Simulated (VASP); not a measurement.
Set up this calculation in VASP 6.6.1, as the native input.

| Property | Result |
| --- | --- |
| Task | single point |
| Functional | PBE |
| Potentials or basis | VASP PAW PBE potentials, release 64 (Mg, Cd, Te) |
| Cutoff | 520 eV |
| k mesh | 6 × 6 × 2 |
| Occupations | gaussian, width 0.1 eV |
| Spin | no spin polarisation |
| Dipole correction | no |
| Further INCAR settings | ALGO = Normal; EDIFF = 1e-07; NBANDS = 31 |

The structure of Mg3CdTe4 lies in POSCAR:

```
Mg3CdTe4
1.0
    4.6125316856      0.0000000000      0.0000000000
   -2.3062658428      3.9945696155      0.0000000000
    0.0000000000      0.0000000000     15.0257508595
Mg Cd Te
3 1 4
Direct
    0.3333333333      0.6666666667     -0.0006104106
    0.6666666667      0.3333333333      0.2471398398
    0.6666666667      0.3333333333      0.7510916066
    0.3333333333      0.6666666667      0.5013318396
    0.3333333333      0.6666666667      0.1867950531
    0.3333333333      0.6666666667      0.6911357039
    0.6666666667      0.3333333333      0.4344548068
    0.6666666667      0.3333333333      0.9386615209
```

One way to write it, as run:

INCAR

```
PREC = Accurate
ENCUT = 520
EDIFF = 1E-7
ISMEAR = 0
SIGMA = 0.1
LREAL = F
LASPH = T
NELM = 100
ALGO = Normal
ISIF = 2
LWAVE = F
LCHARG = T
GGA = PE
LELF = T
LVHAR = T
NBANDS = 31
```

KPOINTS

```
Automatic mesh
0
Gamma
  6 6 2
```

Potentials or basis: VASP PAW PBE potentials, release 64 (Mg, Cd, Te).

Run with:

```bash
$ cat potpaw_PBE.64/Mg/POTCAR potpaw_PBE.64/Cd/POTCAR potpaw_PBE.64/Te/POTCAR > POTCAR
$ mpirun -np 1 vasp_std > vasp.out
```

It gave:

```yaml
Pressure: 0.3 GPa
Largest_force: 0.037 eV/Å
Band_gap_on_the_k_mesh: 1.62 eV
```

Caveat: spin-orbit coupling is left out, which moves the levels of the heavy elements.

Run time: 3.4 min on 1 thread of Intel Xeon 8259CL, with other jobs on the host, peak memory 0.45 GiB.
